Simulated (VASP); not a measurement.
# BaTiO3 (P4mm) in VASP: further runs

Runs on BaTiO3. Level: PBE. Tasks: single point.

Everything below comes from runs of VASP 6.6.1. Logs are shortened: lines on timing, memory, paths and dates and some standing lists are left out, and cuts for length are marked.

## 1. The cell of the first run

Symmetry: P4mm, No. 99, tetragonal system. Conventional cell: a = 4.091 Å, b = 4.091 Å, c = 4.236 Å, α = 90.00°, β = 90.00°, γ = 90.00°. Ba (site symmetry 4mm) has 12 O at 2.84 to 3.05 Å and 8 Ti at 3.54 to 3.63 Å within 3.7 Å. Within 2.4 Å of Ti (site symmetry 4mm) lie 5 O at 1.78 to 2.06 Å. Within 2.7 Å of O (site symmetry 2mm) lie 2 Ti at 2.06 Å. Within 2.4 Å of O (site symmetry 4mm) lie 1 Ti at 1.78 Å.

## 2. Single point, PBE (strain +3.0%)

INCAR reads:

```
SYSTEM = BaTiO3
PREC = Accurate
ENCUT = 520
EDIFF = 1E-6
ISMEAR = -1
SIGMA = 0.02
LREAL = .FALSE.
LASPH = .TRUE.
NELM = 100
ALGO = Normal
ISIF = 2
LWAVE = .FALSE.
LCHARG = .FALSE.
GGA = PE
NBANDS = 28
```

KPOINTS reads:

```
Automatic mesh
0
G
  6 6 6
  0 0 0
```

POSCAR reads:

```
BaTiO3
1.0
    4.0912018989      0.0000000000      0.0000000000
    0.0000000000      4.0912018989      0.0000000000
    0.0000000000      0.0000000000      4.2363754999
Ba Ti O
1 1 3
Direct
    0.5000000000      0.5000000000      0.5946603424
    0.0000000000      0.0000000000      0.1111252684
    0.0000000000      0.5000000000      0.0610935939
    0.5000000000      0.0000000000      0.0610935939
    0.0000000000      0.0000000000      0.5320241914
```

Potentials or basis: VASP PAW PBE potentials, release 64 (Ba_sv, Ti_sv, O).

Started as:

```console
$ cat potpaw_PBE.64/Ba_sv/POTCAR potpaw_PBE.64/Ti_sv/POTCAR potpaw_PBE.64/O/POTCAR > POTCAR
$ mpirun -np 1 vasp_std > vasp.out
```

OUTCAR:

```text
SYSTEM = BaTiO3
   PREC = Accurate
   ENCUT = 520
   EDIFF = 1E-6
   ISMEAR = -1
   LREAL = .FALSE.
   LASPH = .TRUE.
   NELM = 100
   ISIF = 2
   GGA = PE

 ion  position               nearest neighbor table
   1  0.500  0.500  0.595-   3 2.84   4 2.84   4 2.84   3 2.84   5 2.91   5 2.91   5 2.91   5 2.91
                             3 3.05   4 3.05   3 3.05   4 3.05   2 3.54   2 3.54   2 3.54   2 3.54
   2  0.000  0.000  0.111-   5 1.78   4 2.06   3 2.06   3 2.06   4 2.06   1 3.54   1 3.54   1 3.54
                             1 3.54   1 3.63   1 3.63   1 3.63   1 3.63
   3  0.000  0.500  0.061-   2 2.06   2 2.06   1 2.84   1 2.84   1 3.05   1 3.05
   4  0.500  0.000  0.061-   2 2.06   2 2.06   1 2.84   1 2.84   1 3.05   1 3.05
   5  0.000  0.000  0.532-   2 1.78   1 2.91   1 2.91   1 2.91   1 2.91

  LATTYP: Found a simple tetragonal cell.
 ALAT       =     4.0912018989
 C/A-ratio  =     1.0354843404

  Lattice vectors:

 A1 = (   4.0912018989,   0.0000000000,   0.0000000000)
 A2 = (   0.0000000000,   4.0912018989,   0.0000000000)
 A3 = (   0.0000000000,   0.0000000000,   4.2363754999)

Analysis of symmetry for initial positions (statically):
=====================================================================
 Subroutine PRICEL returns:
 Original cell was already a primitive cell.

 Routine SETGRP: Setting up the symmetry group for a
 simple tetragonal supercell.

 Subroutine GETGRP returns: Found  8 space group operations
 (whereof  8 operations were pure point group operations)
 out of a pool of 16 trial point group operations.

The static configuration has the point symmetry C_4v.

Analysis of symmetry for dynamics (positions and initial velocities):
=====================================================================
 Subroutine PRICEL returns:
 Original cell was already a primitive cell.

 Routine SETGRP: Setting up the symmetry group for a
 simple tetragonal supercell.

 Subroutine GETGRP returns: Found  8 space group operations
 (whereof  8 operations were pure point group operations)
 out of a pool of 16 trial point group operations.

The dynamic configuration has the point symmetry C_4v.

 Subroutine INISYM returns: Found  8 space group operations
 (whereof  8 operations are pure point group operations),
 and found     1 'primitive' translations

----------------------------------------------------------------------------------------

                                     Primitive cell

  volume of cell :      70.9082

  direct lattice vectors                    reciprocal lattice vectors
     4.091201899  0.000000000  0.000000000     0.244426950  0.000000000  0.000000000
     0.000000000  4.091201899  0.000000000     0.000000000  0.244426950  0.000000000
     0.000000000  0.000000000  4.236375500     0.000000000  0.000000000  0.236050841

  length of vectors
     4.091201899  4.091201899  4.236375500     0.244426950  0.244426950  0.236050841

  position of ions in fractional coordinates (direct lattice)
     0.500000000  0.500000000  0.594660342
     0.000000000  0.000000000  0.111125268
     0.000000000  0.500000000  0.061093594
     0.500000000  0.000000000  0.061093594
     0.000000000  0.000000000  0.532024191

  ion indices of the primitive-cell ions
   primitive index   ion index
                 1           1
                 2           2
                 3           3
                 4           4
                 5           5

----------------------------------------------------------------------------------------

 KPOINTS: Automatic mesh

Automatic generation of k-mesh.
 Grid dimensions read from file:
 generate k-points for:    6    6    6

 Generating k-lattice:

  Cartesian coordinates                     Fractional coordinates (reciprocal lattice)
     0.040737825  0.000000000  0.000000000     0.166666667  0.000000000  0.000000000
     0.000000000  0.040737825  0.000000000     0.000000000  0.166666667  0.000000000
     0.000000000  0.000000000  0.039341807     0.000000000  0.000000000  0.166666667

  Length of vectors
     0.040737825  0.040737825  0.039341807

  Shift w.r.t. Gamma in fractional coordinates (k-lattice)
     0.000000000  0.000000000  0.000000000

 Subroutine IBZKPT returns following result:
 ===========================================

 Found     40 irreducible k-points:

 Following reciprocal coordinates:
            Coordinates               Weight
  0.000000  0.000000  0.000000      1.000000
  0.166667  0.000000  0.000000      4.000000
  0.333333  0.000000  0.000000      4.000000
  0.500000  0.000000  0.000000      2.000000
  0.166667  0.166667  0.000000      4.000000
  0.333333  0.166667  0.000000      8.000000
[... 16 lines left out ...]
  0.333333  0.000000  0.333333      8.000000
  0.500000  0.000000  0.333333      4.000000
 [... further k-points ...]
   k-points           NKPTS =     40   k-points in BZ     NKDIM =     40   number of bands    NBANDS=     28
   number of dos      NEDOS =    301   number of ions     NIONS =      5
   total plane-waves  NPLWV =  28800
   dimension x,y,z NGX =    30 NGY =   30 NGZ =   32
   dimension x,y,z NGXF=    60 NGYF=   60 NGZF=   64
   ions per type =               1   1   3
   NGX,Y,Z   is equivalent  to a cutoff of  12.19, 12.19, 12.56 a.u.
   NGXF,Y,Z  is equivalent  to a cutoff of  24.38, 24.38, 25.12 a.u.
 SYSTEM =  BaTiO3
   PREC   = accura    normal or accurate (medium, high low for compatibility)
   ISTART =      0    job   : 0-new  1-cont  2-samecut
   ICHARG =      2    charge: 1-file 2-atom 10-const
   ISPIN  =      1    spin polarized calculation?
   LNONCOLLINEAR =      F non collinear calculations
   LSORBIT =      F    spin-orbit coupling
   LASPH  =      T    aspherical Exc in radial PAW
   ENCUT  =  520.0 eV  38.22 Ry    6.18 a.u.   7.61  7.61  7.88*2*pi/ulx,y,z
   NELM   =    100;   NELMIN=  2; NELMDL= -5     # of ELM steps
   EDIFF  = 0.1E-05   stopping-criterion for ELM
   LREAL  =      F    real-space projection
   EDIFFG = 0.1E-04   stopping-criterion for IOM
   NSW    =      0    number of steps for IOM
   IBRION =     -1    ionic relax: 0-MD 1-quasi-New 2-CG
   NFREE  =      0    steps in history (QN), initial steepest desc. (CG)
   ISIF   =      2    stress and relaxation
   ISYM   =      2    0-nonsym 1-usesym 2-fastsym
   POTIM  = 0.5000    time-step for ionic-motion
   TEBEG  =    0.0;   TEEND  =   0.0 temperature during run
   PSTRESS=    0.0 pullay stress
   NELECT =      40.0000    total number of electrons
   NUPDOWN=      -1.0000    fix difference up-down
   EMIN   =  10.00;   EMAX   =-10.00  energy-range for DOS
   EFERMI =   0.00;   METHOD = LEGACY
   ISMEAR =    -1;   SIGMA  =   0.02  broadening in eV -4-tet -1-fermi 0-gaus
   EFERMI_NEDOS =   21; number of points for ismear=-14 and -15
   IALGO  =     38    algorithm
   IMIX   =      4    mixing-type and parameters
     AMIX     =   0.40;   BMIX     =  1.00
     AMIX_MAG =   1.60;   BMIX_MAG =  1.00
  volume/ion in A,a.u.               =      14.18        95.70
  Fermi-wavevector in a.u.,A,eV,Ry     =   1.352683  2.556200 24.895282  1.829752
  Thomas-Fermi vector in A             =   2.480001
   LORBIT       =      0    0 simple, 1 ext, 2 COOP (PROOUT), +10 PAW based schemes
   GGA     = PE    functional components
   LHFCALC =     F    Hartree Fock is set to
   AEXX    =    0.0000 exact exchange contribution
   IVDW    =     0    specifies the selected vdW correction
   LEPSILON=     F    determine dielectric tensor
   LRPA    =     F    only Hartree local field effects (RPA)
 non-spin polarized calculation
  energy-cutoff  :      520.00
  volume of cell :       70.91
 maximum number of plane-waves:      1936
   NGX = 15   NGY = 15   NGZ = 15

 number of electron      39.9999993 magnetization

 Free energy of the ion-electron system (eV)
  ---------------------------------------------------
  ext. energy  EPLUGINS =         0.00000000
  ---------------------------------------------------
  free energy    TOTEN  =       -39.96332192 eV

  energy without entropy =      -39.96332192  energy(sigma->0) =      -39.96332192

 E-fermi :   3.8267     XC(G=0): -10.7018

 val. band max:        3.3129125056   @ k =   0.5000   0.5000   0.5000
 cond. band min:       5.0214208086   @ k =   0.0000   0.0000   0.0000
 fundamental gap:      1.7085083030
 Fermi energy:         3.8267200721

 k-point     1 :       0.0000    0.0000    0.0000
  band No.  band energies     occupation
      1     -53.4884      2.00000
      2     -29.8454      2.00000
      3     -29.6567      2.00000
      4     -29.6567      2.00000
      5     -22.0620      2.00000
      6     -13.6090      2.00000
[... 20 lines left out ...]
     27       8.2196      0.00000
     28       9.3472      0.00000

 k-point     2 :       0.1667    0.0000    0.0000
  band No.  band energies     occupation
      1     -53.4882      2.00000
      2     -29.8450      2.00000
      3     -29.6659      2.00000
      4     -29.6564      2.00000
      5     -22.0434      2.00000
      6     -13.6309      2.00000
[... 20 lines left out ...]
     27       8.6574      0.00000
     28       9.9757      0.00000

 k-point     3 :       0.3333    0.0000    0.0000
  band No.  band energies     occupation
      1     -53.4879      2.00000
      2     -29.8443      2.00000
      3     -29.6842      2.00000
      4     -29.6558      2.00000
      5     -22.0059      2.00000
      6     -13.7075      2.00000
[... 20 lines left out ...]
     27       9.6144      0.00000
     28      10.9287      0.00000

 k-point     4 :       0.5000    0.0000    0.0000
  band No.  band energies     occupation
      1     -53.4877      2.00000
      2     -29.8439      2.00000
      3     -29.6933      2.00000
      4     -29.6554      2.00000
      5     -21.9869      2.00000
      6     -13.7566      2.00000
[... 578 lines left out ...]
     27       9.9091      0.00000
     28      11.1303      0.00000

 k-point    23 :       0.3333    0.0000    0.3333
  band No.  band energies     occupation
      1     -53.4876      2.00000
      2     -29.8624      2.00000
      3     -29.6832      2.00000
      4     -29.6551      2.00000
      5     -21.9750      2.00000
      6     -13.4187      2.00000
[... 20 lines left out ...]
     27      10.7072      0.00000
     28      11.2221      0.00000

 k-point    24 :       0.5000    0.0000    0.3333
  band No.  band energies     occupation
      1     -53.4874      2.00000
      2     -29.8619      2.00000
      3     -29.6922      2.00000
      4     -29.6548      2.00000
      5     -21.9598      2.00000
      6     -13.4325      2.00000
[... 20 lines left out ...]
     27      10.6103      0.00000
     28      11.9068      0.00000

 [... further k-points ...]

------------------------ aborting loop because EDIFF is reached ----------------------------------------

  FORCE on cell =-STRESS in cart. coord.  units (eV):
  Direction    XX          YY          ZZ          XY          YZ          ZX
  --------------------------------------------------------------------------------------
  -------------------------------------------------------------------------------------
  Total       -3.2628097     -3.2628097     -0.8646934      0.0000000      0.0000000      0.0000000
  in kB      -73.7235195    -73.7235195    -19.5378369      0.0000000      0.0000000      0.0000000
  external PRESSURE =     -55.6616253 kB  Pullay stress =       0.0000000 kB

 VOLUME and BASIS-vectors are now :
 -----------------------------------------------------------------------------
  energy-cutoff  :      520.00
  volume of cell :       70.91
      direct lattice vectors                 reciprocal lattice vectors
     4.091201899  0.000000000  0.000000000     0.244426950  0.000000000  0.000000000
     0.000000000  4.091201899  0.000000000     0.000000000  0.244426950  0.000000000
     0.000000000  0.000000000  4.236375500     0.000000000  0.000000000  0.236050841

 POSITION                                       TOTAL-FORCE (eV/Angst)
 -----------------------------------------------------------------------------------
      2.04560      2.04560      2.51920        -0.000000     -0.000000     -0.020867
      0.00000      0.00000      0.47077        -0.000000      0.000000     -0.217877
      0.00000      2.04560      0.25882        -0.000000      0.000000     -0.022005
      2.04560      0.00000      0.25882         0.000000      0.000000     -0.022005
      0.00000      0.00000      2.25385        -0.000000      0.000000      0.282756
 -----------------------------------------------------------------------------------
    total drift:                                0.000000     -0.000000      0.000324

  FREE ENERGIE OF THE ION-ELECTRON SYSTEM (eV)
  ---------------------------------------------------
  free  energy   TOTEN  =       -39.9633219159 eV

  energy  without entropy=      -39.9633219159  energy(sigma->0) =      -39.96332192
```

Run time: 43 s. Hardware: 1 thread of Intel Xeon 6975P-C (Granite Rapids), shared host; peak memory 0.22 GiB.

What came out:

| Item | Value |
| --- | --- |
| Free energy | -39.9633 eV |
| Pressure | -5.6 GPa |
| Largest force | 0.283 eV/Å |
| Band gap on the k mesh | 1.71 eV, indirect (least direct gap 2.25 eV) |

Forces on the atoms (eV/Å):
```
Ba   0.000  0.000 -0.021
Ti   0.000  0.000 -0.218
O    0.000  0.000 -0.022
O    0.000  0.000 -0.022
O    0.000  0.000  0.283
```

Stress tensor (GPa, compression positive):
```
-7.37  0.00  0.00
 0.00 -7.37  0.00
 0.00  0.00 -1.95
```

Caveat: the cell differs from its parent crystal (strain +3.0%); spin-orbit coupling is left out, which moves the levels of the heavy elements.

## 3. Single point, PBE (strain +4.0%)

INCAR reads:

```
ALGO = Normal
EDIFF = 1E-6
ENCUT = 520
GGA = PE
ISIF = 2
ISMEAR = -1
LASPH = True
LCHARG = True
LELF = True
LREAL = False
LVHAR = True
LWAVE = False
NBANDS = 28
NELM = 80
PREC = Accurate
SIGMA = 0.02
```

KPOINTS reads:

```
k-points
0
Gamma
  6 6 6
```

POSCAR reads:

```
BaTiO3
1.0
    4.1309223057      0.0000000000      0.0000000000
    0.0000000000      4.1309223057      0.0000000000
    0.0000000000      0.0000000000      4.2775053592
Ba Ti O
1 1 3
Direct
    0.5000000000      0.5000000000      0.5992265788
    0.0000000000      0.0000000000      0.1131517011
    0.0000000000      0.5000000000      0.0601059896
    0.5000000000      0.0000000000      0.0601059896
    0.0000000000      0.0000000000      0.5274067309
```

Potentials or basis: VASP PAW PBE potentials, release 64 (Ba_sv, Ti_sv, O).

Started as:

```console
$ cat potpaw_PBE.64/Ba_sv/POTCAR potpaw_PBE.64/Ti_sv/POTCAR potpaw_PBE.64/O/POTCAR > POTCAR
$ mpirun -np 1 vasp_std > vasp.out
```

OUTCAR:

```text
EDIFF = 1E-6
   ENCUT = 520
   GGA = PE
   ISIF = 2
   ISMEAR = -1
   LASPH = True
   LREAL = False
   NELM = 80
   PREC = Accurate

 ion  position               nearest neighbor table
   1  0.500  0.500  0.599-   3 2.86   4 2.86   4 2.86   3 2.86   5 2.94   5 2.94   5 2.94   5 2.94
                             3 3.10   4 3.10   3 3.10   4 3.10   2 3.59   2 3.59   2 3.59   2 3.59
   2  0.000  0.000  0.113-   5 1.77   4 2.08   3 2.08   3 2.08   4 2.08   1 3.59   1 3.59   1 3.59
                             1 3.59   1 3.66   1 3.66   1 3.66   1 3.66
[... 952 lines left out ...]
  -------------------------------------------------------------------------------------
  Total       -4.6798244     -4.6798244     -1.5892750      0.0000000      0.0000000      0.0000000
  in kB     -102.7201214   -102.7201214    -34.8838989      0.0000000      0.0000000      0.0000000
  external PRESSURE =     -80.1080472 kB  Pullay stress =       0.0000000 kB

 VOLUME and BASIS-vectors are now :
 -----------------------------------------------------------------------------
  energy-cutoff  :      520.00
  volume of cell :       72.99
      direct lattice vectors                 reciprocal lattice vectors
     4.130922306  0.000000000  0.000000000     0.242076690  0.000000000  0.000000000
     0.000000000  4.130922306  0.000000000     0.000000000  0.242076690  0.000000000
     0.000000000  0.000000000  4.277505359     0.000000000  0.000000000  0.233781121

 POSITION                                       TOTAL-FORCE (eV/Angst)
 -----------------------------------------------------------------------------------
      2.06546      2.06546      2.56319        -0.000000     -0.000000     -0.021331
      0.00000      0.00000      0.48401         0.000000      0.000000     -0.245842
      0.00000      2.06546      0.25710         0.000000      0.000000     -0.020648
      2.06546      0.00000      0.25710        -0.000000      0.000000     -0.020648
      0.00000      0.00000      2.25599        -0.000000      0.000000      0.308468
 -----------------------------------------------------------------------------------
    total drift:                                0.000000      0.000000     -0.001348

  FREE ENERGIE OF THE ION-ELECTRON SYSTEM (eV)
  ---------------------------------------------------
  free  energy   TOTEN  =       -39.8683909725 eV

  energy  without entropy=      -39.8683909725  energy(sigma->0) =      -39.86839097
```

OSZICAR:

```text
N       E                     dE             d eps       ncg     rms          rms(c)
DAV:   1     0.416729732811E+03    0.41673E+03   -0.19355E+04  2240   0.149E+03
DAV:   2    -0.442469814240E+01   -0.42115E+03   -0.40093E+03  2560   0.409E+02
DAV:   3    -0.488907681052E+02   -0.44466E+02   -0.44139E+02  3160   0.133E+02
DAV:   4    -0.506717594555E+02   -0.17810E+01   -0.17770E+01  3392   0.237E+01
DAV:   5    -0.507077216314E+02   -0.35962E-01   -0.35956E-01  3096   0.283E+00    0.224E+01
DAV:   6    -0.404311722479E+02    0.10277E+02   -0.60552E+01  3336   0.652E+01    0.112E+01
DAV:   7    -0.401989761215E+02    0.23220E+00   -0.15145E+01  3032   0.288E+01    0.696E+00
DAV:   8    -0.399326959408E+02    0.26628E+00   -0.65671E-01  2728   0.686E+00    0.413E+00
DAV:   9    -0.399363556181E+02   -0.36597E-02   -0.85614E-01  3280   0.848E+00    0.247E+00
DAV:  10    -0.398757248881E+02    0.60631E-01   -0.22896E-01  3016   0.423E+00    0.747E-01
DAV:  11    -0.398698650928E+02    0.58598E-02   -0.24874E-02  2980   0.150E+00    0.356E-01
DAV:  12    -0.398683515384E+02    0.15136E-02   -0.73143E-03  2680   0.485E-01    0.646E-02
DAV:  13    -0.398684964768E+02   -0.14494E-03   -0.37803E-04  3124   0.153E-01    0.850E-02
DAV:  14    -0.398683859563E+02    0.11052E-03   -0.37420E-04  2856   0.186E-01    0.636E-03
DAV:  15    -0.398683909111E+02   -0.49547E-05   -0.17647E-05  2696   0.301E-02    0.775E-03
DAV:  16    -0.398683909725E+02   -0.61488E-07   -0.95142E-06  3144   0.280E-02
   1 F= -.39868391E+02 E0= -.39868391E+02  d E =-.698524E-14
```

Run time: 36 s. Hardware: 1 thread of Intel Xeon 6975P-C (Granite Rapids), shared host; peak memory 0.22 GiB.

Results:

```
Free energy            : -39.8684 eV
Pressure               : -8.0 GPa
Largest force          : 0.308 eV/Å
Band gap on the k mesh : 1.68 eV, indirect (least direct gap 2.22 eV)
```

Forces on the atoms (eV/Å):
```
Ba   0.000  0.000 -0.021
Ti   0.000  0.000 -0.246
O    0.000  0.000 -0.021
O    0.000  0.000 -0.021
O    0.000  0.000  0.308
```

Stress tensor (GPa, compression positive):
```
-10.27   0.00   0.00
  0.00 -10.27   0.00
  0.00   0.00  -3.49
```

Caveat: the cell differs from its parent crystal (strain +4.0%); spin-orbit coupling is left out, which moves the levels of the heavy elements. A k mesh can miss the band edges.
